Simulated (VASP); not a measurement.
# HgTe (Fm-3m) in VASP: settings compared

The runs below take HgTe through single point, with PBEsol, LDA.

Program: VASP 6.6.1. These are calculated values, not measurements. Logs are shortened: lines on timing, memory, paths and dates and some standing lists are left out, and cuts for length are marked.

## 1. The cell of the first run

It takes space group Fm-3m (No. 225, cubic). The conventional cell has a = 6.485 Å, b = 6.485 Å, c = 6.485 Å, α = 90.00°, β = 90.00°, γ = 90.00°. Hg (site symmetry m-3m) has 6 Te at 3.24 Å within 4.3 Å. Within 4.3 Å of Te (site symmetry m-3m) lie 6 Hg at 3.24 Å.

## 2. Single point, PBEsol (volume scaled by 1.06)

File INCAR:

```
ALGO     = Normal         # electronic algorithm
EDIFF    = 1E-7           # SCF threshold, eV
ENCUT    = 520            # plane-wave cutoff, eV
GGA      = PS             # functional
ISIF     = 2              # what is computed and relaxed
ISMEAR   = -1             # smearing method
LASPH    = True           # aspherical terms in the spheres
LCHARG   = False          # write CHGCAR
LREAL    = False          # projectors in reciprocal space
LWAVE    = False          # write WAVECAR
NBANDS   = 16             # bands
NELM     = 100            # most SCF steps
PREC     = Accurate       # precision mode
SIGMA    = 0.05           # smearing width, eV
```

File KPOINTS:

```
k-points
0
Gamma
  7 7 7
```

File POSCAR:

```
HgTe
1.0
    0.0000000000      3.2423687753      3.2423687753
    3.2423687753      0.0000000000      3.2423687753
    3.2423687753      3.2423687753      0.0000000000
Hg Te
1 1
Direct
    0.0000000000      0.0000000000      0.0000000000
    0.5000000000      0.5000000000      0.5000000000
```

Potentials or basis: VASP PAW PBE potentials, release 64 (Hg, Te).

Command:

```console
$ cat potpaw_PBE.64/Hg/POTCAR potpaw_PBE.64/Te/POTCAR > POTCAR
$ mpirun -np 1 vasp_std > vasp.out
```

OUTCAR:

```text
EDIFF = 1E-7
   ENCUT = 520
   GGA = PS
   ISIF = 2
   ISMEAR = -1
   LASPH = True
   LREAL = False
   NELM = 100
   PREC = Accurate

 ion  position               nearest neighbor table
   1  0.000  0.000  0.000-   2 3.24   2 3.24   2 3.24   2 3.24   2 3.24   2 3.24
   2  0.500  0.500  0.500-   1 3.24   1 3.24   1 3.24   1 3.24   1 3.24   1 3.24

  LATTYP: Found a face centered cubic cell.
 ALAT       =     6.4847375506

  Lattice vectors:

 A1 = (   0.0000000000,   3.2423687753,   3.2423687753)
 A2 = (   3.2423687753,   0.0000000000,   3.2423687753)
 A3 = (   3.2423687753,   3.2423687753,   0.0000000000)

Analysis of symmetry for initial positions (statically):
=====================================================================
 Subroutine PRICEL returns:
 Original cell was already a primitive cell.

 Routine SETGRP: Setting up the symmetry group for a
 face centered cubic supercell.

 Subroutine GETGRP returns: Found 48 space group operations
 (whereof 48 operations were pure point group operations)
 out of a pool of 48 trial point group operations.

The static configuration has the point symmetry O_h .

Analysis of symmetry for dynamics (positions and initial velocities):
=====================================================================
 Subroutine PRICEL returns:
 Original cell was already a primitive cell.

 Routine SETGRP: Setting up the symmetry group for a
 face centered cubic supercell.

 Subroutine GETGRP returns: Found 48 space group operations
 (whereof 48 operations were pure point group operations)
 out of a pool of 48 trial point group operations.

The dynamic configuration has the point symmetry O_h .

 Subroutine INISYM returns: Found 48 space group operations
 (whereof 48 operations are pure point group operations),
 and found     1 'primitive' translations

----------------------------------------------------------------------------------------

                                     Primitive cell

  volume of cell :      68.1738

  direct lattice vectors                    reciprocal lattice vectors
     0.000000000  3.242368775  3.242368775    -0.154208245  0.154208245  0.154208245
     3.242368775  0.000000000  3.242368775     0.154208245 -0.154208245  0.154208245
     3.242368775  3.242368775  0.000000000     0.154208245  0.154208245 -0.154208245

  length of vectors
     4.585401896  4.585401896  4.585401896     0.267096516  0.267096516  0.267096516

  position of ions in fractional coordinates (direct lattice)
     0.000000000  0.000000000  0.000000000
     0.500000000  0.500000000  0.500000000

  ion indices of the primitive-cell ions
   primitive index   ion index
                 1           1
                 2           2

----------------------------------------------------------------------------------------

 KPOINTS: k-points

Automatic generation of k-mesh.
 Grid dimensions read from file:
 generate k-points for:    7    7    7

 Generating k-lattice:

  Cartesian coordinates                     Fractional coordinates (reciprocal lattice)
    -0.022029749  0.022029749  0.022029749     0.142857143  0.000000000  0.000000000
     0.022029749 -0.022029749  0.022029749     0.000000000  0.142857143  0.000000000
     0.022029749  0.022029749 -0.022029749     0.000000000  0.000000000  0.142857143

  Length of vectors
     0.038156645  0.038156645  0.038156645

  Shift w.r.t. Gamma in fractional coordinates (k-lattice)
     0.000000000  0.000000000  0.000000000

 Subroutine IBZKPT returns following result:
 ===========================================

 Found     20 irreducible k-points:

 Following reciprocal coordinates:
            Coordinates               Weight
  0.000000  0.000000  0.000000      1.000000
  0.142857  0.000000  0.000000      8.000000
  0.285714  0.000000  0.000000      8.000000
  0.428571  0.000000  0.000000      8.000000
  0.142857  0.142857  0.000000      6.000000
  0.285714  0.142857  0.000000     24.000000
[... 12 lines left out ...]
 -0.428571  0.428571  0.142857     24.000000
 -0.285714  0.428571  0.142857     24.000000
   k-points           NKPTS =     20   k-points in BZ     NKDIM =     20   number of bands    NBANDS=     16
   number of dos      NEDOS =    301   number of ions     NIONS =      2
   total plane-waves  NPLWV =  46656
   dimension x,y,z NGX =    36 NGY =   36 NGZ =   36
   dimension x,y,z NGXF=    72 NGYF=   72 NGZF=   72
   ions per type =               1   1
   NGX,Y,Z   is equivalent  to a cutoff of  13.05, 13.05, 13.05 a.u.
   NGXF,Y,Z  is equivalent  to a cutoff of  26.10, 26.10, 26.10 a.u.
 SYSTEM =  unknown system
   PREC   = accura    normal or accurate (medium, high low for compatibility)
   ISTART =      0    job   : 0-new  1-cont  2-samecut
   ICHARG =      2    charge: 1-file 2-atom 10-const
   ISPIN  =      1    spin polarized calculation?
   LNONCOLLINEAR =      F non collinear calculations
   LSORBIT =      F    spin-orbit coupling
   LASPH  =      T    aspherical Exc in radial PAW
   ENCUT  =  520.0 eV  38.22 Ry    6.18 a.u.   8.53  8.53  8.53*2*pi/ulx,y,z
   NELM   =    100;   NELMIN=  2; NELMDL= -5     # of ELM steps
   EDIFF  = 0.1E-06   stopping-criterion for ELM
   LREAL  =      F    real-space projection
   EDIFFG = 0.1E-05   stopping-criterion for IOM
   NSW    =      0    number of steps for IOM
   IBRION =     -1    ionic relax: 0-MD 1-quasi-New 2-CG
   NFREE  =      0    steps in history (QN), initial steepest desc. (CG)
   ISIF   =      2    stress and relaxation
   ISYM   =      2    0-nonsym 1-usesym 2-fastsym
   POTIM  = 0.5000    time-step for ionic-motion
   TEBEG  =    0.0;   TEEND  =   0.0 temperature during run
   PSTRESS=    0.0 pullay stress
   NELECT =      18.0000    total number of electrons
   NUPDOWN=      -1.0000    fix difference up-down
   EMIN   =  10.00;   EMAX   =-10.00  energy-range for DOS
   EFERMI =   0.00;   METHOD = LEGACY
   ISMEAR =    -1;   SIGMA  =   0.05  broadening in eV -4-tet -1-fermi 0-gaus
   EFERMI_NEDOS =   21; number of points for ismear=-14 and -15
   IALGO  =     38    algorithm
   IMIX   =      4    mixing-type and parameters
     AMIX     =   0.40;   BMIX     =  1.00
     AMIX_MAG =   1.60;   BMIX_MAG =  1.00
  volume/ion in A,a.u.               =      34.09       230.03
  Fermi-wavevector in a.u.,A,eV,Ry     =   1.050251  1.984687 15.007606  1.103028
  Thomas-Fermi vector in A             =   2.185247
   LORBIT       =      0    0 simple, 1 ext, 2 COOP (PROOUT), +10 PAW based schemes
   GGA     = PS    functional components
   LHFCALC =     F    Hartree Fock is set to
   AEXX    =    0.0000 exact exchange contribution
   IVDW    =     0    specifies the selected vdW correction
   LEPSILON=     F    determine dielectric tensor
   LRPA    =     F    only Hartree local field effects (RPA)
 non-spin polarized calculation
  energy-cutoff  :      520.00
  volume of cell :       68.17
 maximum number of plane-waves:      1862
 NGX is ok and might be reduce to    36
   NGX = 17   NGY = 17   NGZ = 17

 number of electron      18.0000002 magnetization

 Free energy of the ion-electron system (eV)
  ---------------------------------------------------
  ext. energy  EPLUGINS =         0.00000000
  ---------------------------------------------------
  free energy    TOTEN  =        -3.82029510 eV

  energy without entropy =       -3.81019803  energy(sigma->0) =       -3.81524656

 E-fermi :   2.3972     XC(G=0):  -9.1941

 val. band max:        2.3904391483   @ k =  -0.1429   0.1429   0.0000
 cond. band min:       2.4741732364   @ k =   0.4286   0.0000   0.0000
 fundamental gap:      0.0837340881
 Fermi energy:         2.3972359632

 k-point     1 :       0.0000    0.0000    0.0000
  band No.  band energies     occupation
      1      -8.5972      2.00000
      2      -3.7030      2.00000
      3      -3.7030      2.00000
      4      -3.6555      2.00000
      5      -3.6555      2.00000
      6      -3.6555      2.00000
[... 8 lines left out ...]
     15       9.8640      0.00000
     16       9.8640      0.00000

 k-point     2 :       0.1429    0.0000    0.0000
  band No.  band energies     occupation
      1      -8.4795      2.00000
      2      -3.7406      2.00000
      3      -3.7406      2.00000
      4      -3.6669      2.00000
      5      -3.6395      2.00000
      6      -3.6395      2.00000
[... 8 lines left out ...]
     15      10.3163      0.00000
     16      10.3163      0.00000

 k-point     3 :       0.2857    0.0000    0.0000
  band No.  band energies     occupation
      1      -8.1808      2.00000
      2      -3.8279      2.00000
      3      -3.8279      2.00000
      4      -3.7184      2.00000
      5      -3.5965      2.00000
      6      -3.5965      2.00000
[... 8 lines left out ...]
     15      11.2255      0.00000
     16      11.2255      0.00000

 k-point     4 :       0.4286    0.0000    0.0000
  band No.  band energies     occupation
      1      -7.8928      2.00000
      2      -3.8958      2.00000
      3      -3.8958      2.00000
      4      -3.8221      2.00000
      5      -3.5607      2.00000
      6      -3.5607      2.00000
[... 8 lines left out ...]
     15      12.5200      0.00000
     16      12.5200      0.00000

 k-point     5 :       0.1429    0.1429    0.0000
  band No.  band energies     occupation
      1      -8.4468      2.00000
      2      -3.7893      2.00000
      3      -3.6919      2.00000
      4      -3.6702      2.00000
      5      -3.6368      2.00000
      6      -3.6368      2.00000
[... 8 lines left out ...]
     15      11.3337      0.00000
     16      11.3337      0.00000

 k-point     6 :       0.2857    0.1429    0.0000
  band No.  band energies     occupation
      1      -8.2260      2.00000
      2      -3.8451      2.00000
      3      -3.7357      2.00000
      4      -3.6884      2.00000
      5      -3.6108      2.00000
      6      -3.5929      2.00000
[... 8 lines left out ...]
     15      11.6308      0.00000
     16      12.0131      0.00000

 k-point     7 :       0.4286    0.1429    0.0000
  band No.  band energies     occupation
      1      -7.9489      2.00000
      2      -3.8446      2.00000
      3      -3.8232      2.00000
      4      -3.7401      2.00000
      5      -3.5756      2.00000
      6      -3.5542      2.00000
[... 8 lines left out ...]
     15      12.6936      0.00000
     16      13.0452      0.00000

 k-point     8 :      -0.4286    0.1429    0.0000
  band No.  band energies     occupation
      1      -7.8457      2.00000
      2      -3.8828      2.00000
      3      -3.8337      2.00000
      4      -3.7643      2.00000
      5      -3.5547      2.00000
      6      -3.5517      2.00000
[... 8 lines left out ...]
     15      12.3697      0.00000
     16      12.5612      0.00000

 k-point     9 :      -0.2857    0.1429    0.0000
  band No.  band energies     occupation
      1      -8.0247      2.00000
      2      -3.8774      2.00000
      3      -3.8389      2.00000
      4      -3.6974      2.00000
      5      -3.5886      2.00000
      6      -3.5617      2.00000
[... 8 lines left out ...]
     15      11.0137      0.00000
     16      13.1720      0.00000
[... 96 lines left out ...]
 k-point    15 :       0.4286    0.4286    0.0000
  band No.  band energies     occupation
      1      -7.9401      2.00000
      2      -3.7295      2.00000
      3      -3.6465      2.00000
      4      -3.5203      2.00000
      5      -3.5203      2.00000
      6      -3.3519      2.00000
[... 8 lines left out ...]
     15      14.0389      0.00000
     16      14.6600      0.00000

 k-point    16 :      -0.4286    0.4286    0.0000
  band No.  band energies     occupation
      1      -7.8883      2.00000
      2      -3.7231      2.00000
      3      -3.6903      2.00000
      4      -3.5378      2.00000
      5      -3.5165      2.00000
      6      -3.2658      2.00000
[... 8 lines left out ...]
     15      13.5765      0.00000
     16      14.5216      0.00000

 k-point    17 :       0.4286    0.2857    0.1429
  band No.  band energies     occupation
      1      -8.0319      2.00000
      2      -3.8208      2.00000
      3      -3.7730      2.00000
      4      -3.6893      2.00000
      5      -3.5782      2.00000
      6      -3.5524      2.00000
[... 8 lines left out ...]
     15      12.6987      0.00000
     16      13.2779      0.00000

 k-point    18 :      -0.4286    0.2857    0.1429
  band No.  band energies     occupation
      1      -7.8628      2.00000
      2      -3.8424      2.00000
      3      -3.7249      2.00000
      4      -3.6854      2.00000
      5      -3.5460      2.00000
      6      -3.5132      2.00000
[... 8 lines left out ...]
     15      12.0557      0.00000
     16      13.3243      0.00000

 k-point    19 :      -0.4286    0.4286    0.1429
  band No.  band energies     occupation
      1      -7.8811      2.00000
      2      -3.7457      2.00000
      3      -3.7048      2.00000
      4      -3.5871      2.00000
      5      -3.5202      2.00000
      6      -3.3739      2.00000
[... 8 lines left out ...]
     15      13.0185      0.00000
     16      14.5045      0.00000

 k-point    20 :      -0.2857    0.4286    0.1429
  band No.  band energies     occupation
      1      -7.8340      2.00000
      2      -3.8163      2.00000
      3      -3.6817      2.00000
      4      -3.6270      2.00000
      5      -3.5199      2.00000
      6      -3.3619      2.00000
[... 8 lines left out ...]
     15      12.1509      0.00000
     16      14.2759      0.00000

------------------------ aborting loop because EDIFF is reached ----------------------------------------

  FORCE on cell =-STRESS in cart. coord.  units (eV):
  Direction    XX          YY          ZZ          XY          YZ          ZX
  --------------------------------------------------------------------------------------
  -------------------------------------------------------------------------------------
  Total       -3.1076540     -3.1076540     -3.1076540      0.0000000      0.0000000     -0.0000000
  in kB      -73.0341572    -73.0341572    -73.0341572      0.0000000      0.0000000     -0.0000000
  external PRESSURE =     -73.0341572 kB  Pullay stress =       0.0000000 kB

 VOLUME and BASIS-vectors are now :
 -----------------------------------------------------------------------------
  energy-cutoff  :      520.00
  volume of cell :       68.17
      direct lattice vectors                 reciprocal lattice vectors
     0.000000000  3.242368775  3.242368775    -0.154208245  0.154208245  0.154208245
     3.242368775  0.000000000  3.242368775     0.154208245 -0.154208245  0.154208245
     3.242368775  3.242368775  0.000000000     0.154208245  0.154208245 -0.154208245

 POSITION                                       TOTAL-FORCE (eV/Angst)
 -----------------------------------------------------------------------------------
      0.00000      0.00000      0.00000        -0.000000      0.000000     -0.000000
      3.24237      3.24237      3.24237         0.000000      0.000000      0.000000
 -----------------------------------------------------------------------------------
    total drift:                               -0.000000      0.000000      0.000000

  FREE ENERGIE OF THE ION-ELECTRON SYSTEM (eV)
  ---------------------------------------------------
  free  energy   TOTEN  =        -3.8202950995 eV

  energy  without entropy=       -3.8101980262  energy(sigma->0) =       -3.81524656
```

It took 19 s on 1 thread of Intel Xeon 6975P-C (Granite Rapids), shared host; peak memory 0.21 GiB.

Results:

```
Free energy            : -3.8203 eV
Pressure               : -7.3 GPa
Band gap on the k mesh : zero (band 9 reaches 2.52 eV, above the bottom of band 10 at 0.80 eV)
```

Caveat: the cell differs from its parent crystal (volume scaled by 1.06); the PAW data sets were made with another functional, which shifts forces and pressure a little; spin-orbit coupling is left out, which moves the levels of the heavy elements.

## 3. Single point, LDA

This run uses another cell than the first one, of 30.23 Å³/atom, 0.887 times its volume.

File INCAR:

```
  PREC = Accurate
  ENCUT = 520
  EDIFF = 1E-7
  ISMEAR = -1
  SIGMA = 0.05
  LREAL = False
  LASPH = True
  NELM = 60
  ALGO = Normal
  ISIF = 2
  LWAVE = False
  LCHARG = False
  NBANDS = 16
```

File KPOINTS:

```
regular mesh
0
Gamma
  7 7 7
```

File POSCAR:

```
HgTe
1.0
    0.0000000000      3.1150838257      3.1150838257
    3.1150838257      0.0000000000      3.1150838257
    3.1150838257      3.1150838257      0.0000000000
Hg Te
1 1
Direct
    0.0000000000      0.0000000000      0.0000000000
    0.5000000000      0.5000000000      0.5000000000
```

Potentials or basis: VASP PAW LDA potentials, release 64 (Hg, Te).

Command:

```console
$ cat potpaw_LDA.64/Hg/POTCAR potpaw_LDA.64/Te/POTCAR > POTCAR
$ mpirun -np 1 vasp_std > vasp.out
```

Run time: 11 s. Hardware: 1 thread of Intel Xeon 6975P-C, shared host; peak memory 0.18 GiB.

It converged, with:

| Quantity | Value |
| --- | --- |
| Free energy | -4.7615 eV |
| Pressure | -6.3 GPa |
| Band gap on the k mesh | zero (band 9 reaches 3.74 eV, above the bottom of band 10 at 1.56 eV) |

Levels at points of the mesh, in eV from the Fermi level:
| k point | band 5 | band 6 | band 7 | band 8 | band 9 | band 10 | band 11 | band 12 | band 13 | band 14 |
| --- | --- | --- | --- | --- | --- | --- | --- | --- | --- | --- |
| (0.00, 0.00, 0.00) | -6.46 | -6.46 | -1.35 | -0.66 | -0.66 | -0.66 | 7.48 | 7.48 | 7.48 | 7.53 |

Caveat: spin-orbit coupling is left out, which moves the levels of the heavy elements.

## 4. Single point, PBEsol

This run uses another cell than the first one, of 30.23 Å³/atom, 0.887 times its volume.

File INCAR:

```
PREC = Accurate ; ENCUT = 520
EDIFF = 1E-6 ; ISMEAR = -1
SIGMA = 0.05 ; LREAL = F
LASPH = T ; NELM = 100
ALGO = Normal ; ISIF = 2
LWAVE = F ; LCHARG = T
GGA = PS ; LELF = T
LVHAR = T ; NBANDS = 16
```

KPOINTS is that of step 3.

POSCAR is that of step 3.

Potentials or basis: VASP PAW PBE potentials, release 64 (Hg, Te).

Command:

```console
$ cat potpaw_PBE.64/Hg/POTCAR potpaw_PBE.64/Te/POTCAR > POTCAR
$ mpirun -np 1 vasp_std > vasp.out
```

It took 14 s on 1 thread of Intel Xeon 6975P-C, shared host; peak memory 0.21 GiB.

The run converged. Its results:

```yaml
Free_energy: -4.1214 eV
Pressure: -4.8 GPa
Band_gap_on_the_k_mesh: zero (band 9 reaches 3.77 eV, above the bottom of band 10 at 1.58 eV)
```

Levels at points of the mesh, in eV from the Fermi level:
| k point | band 5 | band 6 | band 7 | band 8 | band 9 | band 10 | band 11 | band 12 | band 13 | band 14 |
| --- | --- | --- | --- | --- | --- | --- | --- | --- | --- | --- |
| (0.00, 0.00, 0.00) | -6.44 | -6.44 | -1.30 | -0.66 | -0.66 | -0.66 | 7.51 | 7.51 | 7.51 | 7.53 |

Caveat: the PAW data sets were made with another functional, which shifts forces and pressure a little; spin-orbit coupling is left out, which moves the levels of the heavy elements.

## 5. Single point, LDA

This run uses another cell than the first one, of 30.87 Å³/atom, 0.906 times its volume.

File INCAR:

```
  PREC = Accurate
  ENCUT = 520
  EDIFF = 1E-6
  ISMEAR = -1
  SIGMA = 0.05
  LREAL = F
  LASPH = T
  NELM = 80
  ALGO = Normal
  ISIF = 2
  LWAVE = F
  LCHARG = F
  NBANDS = 16
```

KPOINTS is that of step 4.

File POSCAR:

```
HgTe
1.0
    0.0000000000      3.1370217585      3.1370217585
    3.1370217585      0.0000000000      3.1370217585
    3.1370217585      3.1370217585      0.0000000000
Hg Te
1 1
Direct
    0.0000000000      0.0000000000      0.0000000000
    0.5000000000      0.5000000000      0.5000000000
```

Potentials or basis: VASP PAW LDA potentials, release 64 (Hg, Te).

Command:

```console
$ cat potpaw_LDA.64/Hg/POTCAR potpaw_LDA.64/Te/POTCAR > POTCAR
$ mpirun -np 1 vasp_std > vasp.out
```

Run time: 12 s. Hardware: 1 thread of Intel Xeon 6975P-C, shared host; peak memory 0.18 GiB.

The run converged. Its results:

```yaml
Free_energy: -4.7093 eV
Pressure: -6.8 GPa
Band_gap_on_the_k_mesh: zero (band 9 reaches 3.51 eV, above the bottom of band 10 at 1.41 eV)
```

Levels at points of the mesh, in eV from the Fermi level:
```
           k point  band 7  band 8  band 9  band 10  band 11  band 12
(0.00, 0.00, 0.00)   -1.42   -0.63   -0.63    -0.63     7.43     7.43
```

Caveat: spin-orbit coupling is left out, which moves the levels of the heavy elements.

[end of part 1 of 2]
